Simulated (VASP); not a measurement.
# Si (a cell with a defect) in VASP: single point with PBEsol

Aim: the single point of Si (a cell with a defect) with PBEsol.

All numbers are computed with VASP 6.6.1; they aren't measurements. Logs are shortened: lines on timing, memory, paths and dates and some standing lists are left out, and cuts for length are marked.

## Step 1: The cell of the first run

The cell holds a defect, 17 atoms: a = 7.679 Å, b = 7.679 Å, c = 7.679 Å, α = 60.00°, β = 60.00°, γ = 60.00°.

## Step 2: Single point, PBEsol

Contents of INCAR:

```
  PREC = Accurate
  ENCUT = 520
  EDIFF = 1E-6
  ISMEAR = -1
  SIGMA = 0.02
  LREAL = Auto
  LASPH = T
  NELM = 100
  ALGO = Normal
  ISIF = 2
  LWAVE = F
  LCHARG = T
  GGA = PS
  LELF = T
  LVHAR = T
  NBANDS = 48
```

Contents of KPOINTS:

```
Automatic mesh
0
Gamma
  2 2 2
```

Contents of POSCAR:

```
Si
1.0
    0.0000000000      5.4300000000      5.4300000000
    5.4300000000      0.0000000000      5.4300000000
    5.4300000000      5.4300000000      0.0000000000
Si
17
Direct
   -0.0271058049     -0.0266341783      0.0807422632
    0.1289362413      0.1294368428      0.1357653570
    0.0117602529      0.0126077252      0.5080595985
    0.1011524173      0.1014717371      0.6961569176
    0.0155204999      0.4993957083     -0.0138852916
    0.1289393386      0.6062313188      0.1357751078
    0.0119569495      0.4678628876      0.5080280986
    0.1492832419      0.6183813072      0.6147335104
    0.4989503998      0.0158782662     -0.0139040835
    0.6057576935      0.1294320842      0.1357636560
    0.4674989967      0.0125422923      0.5080687748
    0.6177743944      0.1495539388      0.6146703333
    0.4988653612      0.4994165473     -0.0138880629
    0.6457369300      0.6461149969      0.0623211922
    0.5190579045      0.5193187884      0.4425008381
    0.6174612544      0.6184673639      0.6147189570
    0.8200009291      0.8195264734      0.5405813335
```

Potentials or basis: VASP PAW PBE potentials, release 64 (Si).

Command:

```
> cat potpaw_PBE.64/Si/POTCAR > POTCAR
> mpirun -np 1 vasp_std > vasp.out
```

OUTCAR:

```text
PREC = Accurate
   ENCUT = 520
   EDIFF = 1E-6
   ISMEAR = -1
   LREAL = Auto
   LASPH = T
   NELM = 100
   ISIF = 2
   GGA = PS

 ion  position               nearest neighbor table
   1  0.973  0.973  0.081-   6 2.35   2 2.35  10 2.35   4 2.41  17 2.88
   2  0.129  0.129  0.136-   5 2.33   9 2.33   3 2.34   1 2.35
   3  0.012  0.013  0.508-   2 2.34   4 2.34  17 2.42  12 2.48   8 2.48
   4  0.101  0.101  0.696-  11 2.34   3 2.34   7 2.34   1 2.41
   5  0.016  0.499  0.986-   6 2.33   2 2.33   8 2.33  14 2.34
   6  0.129  0.606  0.136-   5 2.33  13 2.33   7 2.34   1 2.35
   7  0.012  0.468  0.508-   6 2.34   4 2.34  17 2.42  16 2.48   8 2.48
   8  0.149  0.618  0.615-   5 2.33  15 2.34  17 2.40   3 2.48   7 2.48
   9  0.499  0.016  0.986-   2 2.33  10 2.33  12 2.33  14 2.34
  10  0.606  0.129  0.136-  13 2.33   9 2.33  11 2.34   1 2.35
  11  0.467  0.013  0.508-  10 2.34   4 2.34  17 2.42  12 2.48  16 2.48
  12  0.618  0.150  0.615-   9 2.33  15 2.34  17 2.40  11 2.48   3 2.48
  13  0.499  0.499  0.986-   6 2.33  10 2.33  16 2.33  14 2.34
  14  0.646  0.646  0.062-   9 2.34  13 2.34   5 2.34  15 2.38
  15  0.519  0.519  0.443-  12 2.34  16 2.34   8 2.34  14 2.38
  16  0.617  0.618  0.615-  13 2.33  15 2.34  17 2.40  11 2.48   7 2.48
  17  0.820  0.820  0.541-   8 2.40  16 2.40  12 2.40   7 2.42   3 2.42  11 2.42   1 2.88

  LATTYP: Found a face centered cubic cell.
 ALAT       =    10.8600000000

  Lattice vectors:

 A1 = (   0.0000000000,   5.4300000000,   5.4300000000)
 A2 = (   5.4300000000,   0.0000000000,   5.4300000000)
 A3 = (   5.4300000000,   5.4300000000,   0.0000000000)

Analysis of symmetry for initial positions (statically):
=====================================================================
 Subroutine PRICEL returns:
 Original cell was already a primitive cell.

 Routine SETGRP: Setting up the symmetry group for a
 face centered cubic supercell.

 Subroutine GETGRP returns: Found  1 space group operations
 (whereof  1 operations were pure point group operations)
 out of a pool of 48 trial point group operations.

The static configuration has the point symmetry C_1 .

Analysis of symmetry for dynamics (positions and initial velocities):
=====================================================================
 Subroutine PRICEL returns:
 Original cell was already a primitive cell.

 Routine SETGRP: Setting up the symmetry group for a
 face centered cubic supercell.

 Subroutine GETGRP returns: Found  1 space group operations
 (whereof  1 operations were pure point group operations)
 out of a pool of 48 trial point group operations.

The dynamic configuration has the point symmetry C_1 .

 Subroutine INISYM returns: Found  1 space group operations
 (whereof  1 operations are pure point group operations),
 and found     1 'primitive' translations

----------------------------------------------------------------------------------------

                                     Primitive cell

  volume of cell :     320.2060

  direct lattice vectors                    reciprocal lattice vectors
     0.000000000  5.430000000  5.430000000    -0.092081031  0.092081031  0.092081031
     5.430000000  0.000000000  5.430000000     0.092081031 -0.092081031  0.092081031
     5.430000000  5.430000000  0.000000000     0.092081031  0.092081031 -0.092081031

  length of vectors
     7.679179644  7.679179644  7.679179644     0.159489025  0.159489025  0.159489025

  position of ions in fractional coordinates (direct lattice)
     0.972894195  0.973365822  0.080742263
     0.128936241  0.129436843  0.135765357
     0.011760253  0.012607725  0.508059598
     0.101152417  0.101471737  0.696156918
     0.015520500  0.499395708  0.986114708
     0.128939339  0.606231319  0.135775108
[... 9 lines left out ...]
     0.617461254  0.618467364  0.614718957
     0.820000929  0.819526473  0.540581334

  ion indices of the primitive-cell ions
   primitive index   ion index
                 1           1
                 2           2
                 3           3
                 4           4
                 5           5
                 6           6
[... 9 lines left out ...]
                16          16
                17          17

----------------------------------------------------------------------------------------

 KPOINTS: Automatic mesh

Automatic generation of k-mesh.
 Grid dimensions read from file:
 generate k-points for:    2    2    2

 Generating k-lattice:

  Cartesian coordinates                     Fractional coordinates (reciprocal lattice)
    -0.046040516  0.046040516  0.046040516     0.500000000  0.000000000  0.000000000
     0.046040516 -0.046040516  0.046040516     0.000000000  0.500000000  0.000000000
     0.046040516  0.046040516 -0.046040516     0.000000000  0.000000000  0.500000000

  Length of vectors
     0.079744512  0.079744512  0.079744512

  Shift w.r.t. Gamma in fractional coordinates (k-lattice)
     0.000000000  0.000000000  0.000000000

 Subroutine IBZKPT returns following result:
 ===========================================

 Found      8 irreducible k-points:

 Following reciprocal coordinates:
            Coordinates               Weight
  0.000000  0.000000  0.000000      1.000000
  0.500000  0.000000  0.000000      1.000000
  0.000000  0.500000  0.000000      1.000000
  0.000000  0.000000  0.500000      1.000000
  0.500000  0.500000  0.500000      1.000000
  0.500000  0.500000  0.000000      1.000000
  0.000000  0.500000  0.500000      1.000000
  0.500000  0.000000  0.500000      1.000000
   k-points           NKPTS =      8   k-points in BZ     NKDIM =      8   number of bands    NBANDS=     48
   number of dos      NEDOS =    301   number of ions     NIONS =     17
   total plane-waves  NPLWV = 216000
   dimension x,y,z NGX =    60 NGY =   60 NGZ =   60
   dimension x,y,z NGXF=   120 NGYF=  120 NGZF=  120
   ions per type =              17
   NGX,Y,Z   is equivalent  to a cutoff of  12.99, 12.99, 12.99 a.u.
   NGXF,Y,Z  is equivalent  to a cutoff of  25.98, 25.98, 25.98 a.u.
 SYSTEM =  unknown system
   PREC   = accura    normal or accurate (medium, high low for compatibility)
   ISTART =      0    job   : 0-new  1-cont  2-samecut
   ICHARG =      2    charge: 1-file 2-atom 10-const
   ISPIN  =      1    spin polarized calculation?
   LNONCOLLINEAR =      F non collinear calculations
   LSORBIT =      F    spin-orbit coupling
   LASPH  =      T    aspherical Exc in radial PAW
   ENCUT  =  520.0 eV  38.22 Ry    6.18 a.u.  14.28 14.28 14.28*2*pi/ulx,y,z
   NELM   =    100;   NELMIN=  2; NELMDL= -5     # of ELM steps
   EDIFF  = 0.1E-05   stopping-criterion for ELM
   LREAL  =      T    real-space projection
   EDIFFG = 0.1E-04   stopping-criterion for IOM
   NSW    =      0    number of steps for IOM
   IBRION =     -1    ionic relax: 0-MD 1-quasi-New 2-CG
   NFREE  =      0    steps in history (QN), initial steepest desc. (CG)
   ISIF   =      2    stress and relaxation
   ISYM   =      2    0-nonsym 1-usesym 2-fastsym
   POTIM  = 0.5000    time-step for ionic-motion
   TEBEG  =    0.0;   TEEND  =   0.0 temperature during run
   PSTRESS=    0.0 pullay stress
   NELECT =      68.0000    total number of electrons
   NUPDOWN=      -1.0000    fix difference up-down
   EMIN   =  10.00;   EMAX   =-10.00  energy-range for DOS
   EFERMI =   0.00;   METHOD = LEGACY
   ISMEAR =    -1;   SIGMA  =   0.02  broadening in eV -4-tet -1-fermi 0-gaus
   EFERMI_NEDOS =   21; number of points for ismear=-14 and -15
   IALGO  =     38    algorithm
   IMIX   =      4    mixing-type and parameters
     AMIX     =   0.40;   BMIX     =  1.00
     AMIX_MAG =   1.60;   BMIX_MAG =  1.00
  volume/ion in A,a.u.               =      18.84       127.11
  Fermi-wavevector in a.u.,A,eV,Ry     =   0.976715  1.845724 12.979587  0.953973
  Thomas-Fermi vector in A             =   2.107356
   LORBIT       =      0    0 simple, 1 ext, 2 COOP (PROOUT), +10 PAW based schemes
   GGA     = PS    functional components
   LHFCALC =     F    Hartree Fock is set to
   AEXX    =    0.0000 exact exchange contribution
   IVDW    =     0    specifies the selected vdW correction
   LEPSILON=     F    determine dielectric tensor
   LRPA    =     F    only Hartree local field effects (RPA)
 non-spin polarized calculation
  energy-cutoff  :      520.00
  volume of cell :      320.21
 maximum number of plane-waves:      8646
 NGX is ok and might be reduce to    60
   NGX = 29   NGY = 29   NGZ = 29

 number of electron      68.0000000 magnetization

 Free energy of the ion-electron system (eV)
  ---------------------------------------------------
  ext. energy  EPLUGINS =         0.00000000
  ---------------------------------------------------
  free energy    TOTEN  =       -93.63290183 eV

  energy without entropy =      -93.63003013  energy(sigma->0) =      -93.63146598

 E-fermi :   6.5448     XC(G=0):  -9.8277

 val. band max:        6.4654273943   @ k =   0.5000   0.0000   0.5000
 cond. band min:       6.6143674287   @ k =   0.0000   0.0000   0.0000
 fundamental gap:      0.1489400344
 Fermi energy:         6.5447561153

 k-point     1 :       0.0000    0.0000    0.0000
  band No.  band energies     occupation
      1      -6.2720      2.00000
      2      -3.8912      2.00000
      3      -3.6785      2.00000
      4      -3.6782      2.00000
      5      -3.3864      2.00000
      6      -2.5830      2.00000
[... 38 lines left out ...]
     45       8.5497      0.00000
     46       8.7771      0.00000

 k-point     2 :       0.5000    0.0000    0.0000
  band No.  band energies     occupation
      1      -5.7917      2.00000
      2      -5.0547      2.00000
      3      -3.5801      2.00000
      4      -3.4877      2.00000
      5      -3.2428      2.00000
      6      -3.0479      2.00000
[... 286 lines left out ...]
 k-point     8 :       0.5000    0.0000    0.5000
  band No.  band energies     occupation
      1      -5.6629      2.00000
      2      -4.7388      2.00000
      3      -4.1357      2.00000
      4      -3.9311      2.00000
      5      -3.8402      2.00000
      6      -3.6122      2.00000
[... 38 lines left out ...]
     45      10.2065      0.00000
     46      10.3392      0.00000
 [bands above 46 left out]

------------------------ aborting loop because EDIFF is reached ----------------------------------------

  FORCE on cell =-STRESS in cart. coord.  units (eV):
  Direction    XX          YY          ZZ          XY          YZ          ZX
  --------------------------------------------------------------------------------------
  -------------------------------------------------------------------------------------
  Total        4.7446861      4.7441466      4.7444114     -0.6648582      0.6547798      0.6666438
  in kB       23.7404301     23.7377306     23.7390556     -3.3266730      3.2762448      3.3356076
  external PRESSURE =      23.7390721 kB  Pullay stress =       0.0000000 kB

 VOLUME and BASIS-vectors are now :
 -----------------------------------------------------------------------------
  energy-cutoff  :      520.00
  volume of cell :      320.21
      direct lattice vectors                 reciprocal lattice vectors
     0.000000000  5.430000000  5.430000000    -0.092081031  0.092081031  0.092081031
     5.430000000  0.000000000  5.430000000     0.092081031 -0.092081031  0.092081031
     5.430000000  5.430000000  0.000000000     0.092081031  0.092081031 -0.092081031

 POSITION                                       TOTAL-FORCE (eV/Angst)
 -----------------------------------------------------------------------------------
      5.72381      5.72125     10.56819        -0.005309     -0.006340      0.006350
      1.44005      1.43733      1.40297        -0.032485     -0.029170     -0.049339
      2.82722      2.82262      0.13232         0.030231      0.033246     -0.007619
      4.33112      4.32939      1.10025         0.003292     -0.003310      0.001989
      8.06632      5.43888      2.79600         0.019908     -0.065475     -0.023746
      4.02909      1.43740      3.99198         0.052731     -0.030517      0.030941
[... 9 lines left out ...]
      6.69620      6.69074      6.71109        -0.024902     -0.015134      0.022854
      7.38539      7.38796      8.90263         0.013901     -0.021273      0.013064
 -----------------------------------------------------------------------------------
    total drift:                                0.003478      0.006392     -0.006236

  FREE ENERGIE OF THE ION-ELECTRON SYSTEM (eV)
  ---------------------------------------------------
  free  energy   TOTEN  =       -93.6329018265 eV

  energy  without entropy=      -93.6300301291  energy(sigma->0) =      -93.63146598
```

It took 1.9 min on 1 thread of Intel Xeon 6975P-C (Granite Rapids), shared host; peak memory 0.46 GiB.

What came out:

- Free energy: -93.6329 eV
- Pressure: 2.4 GPa
- Largest force: 0.115 eV/Å
- Band gap on the k mesh: 0.15 eV

Forces in eV/Å, atoms in the order of the input:
```
Si  -0.005 -0.006  0.006
Si  -0.032 -0.029 -0.049
Si   0.030  0.033 -0.008
Si   0.003 -0.003  0.002
Si   0.020 -0.065 -0.024
Si   0.053 -0.031  0.031
Si   0.002  0.038 -0.038
Si  -0.025 -0.021  0.017
Si  -0.059  0.022 -0.021
Si  -0.032  0.048  0.030
Si   0.029  0.009 -0.031
Si  -0.028 -0.014  0.017
Si   0.019  0.024  0.064
Si   0.065  0.067 -0.066
Si  -0.029 -0.035  0.034
Si  -0.025 -0.015  0.023
Si   0.014 -0.021  0.013
```

Caveat: the k points lie up to 0.50 Å⁻¹ apart; the PAW data sets were made with another functional, which shifts forces and pressure a little.
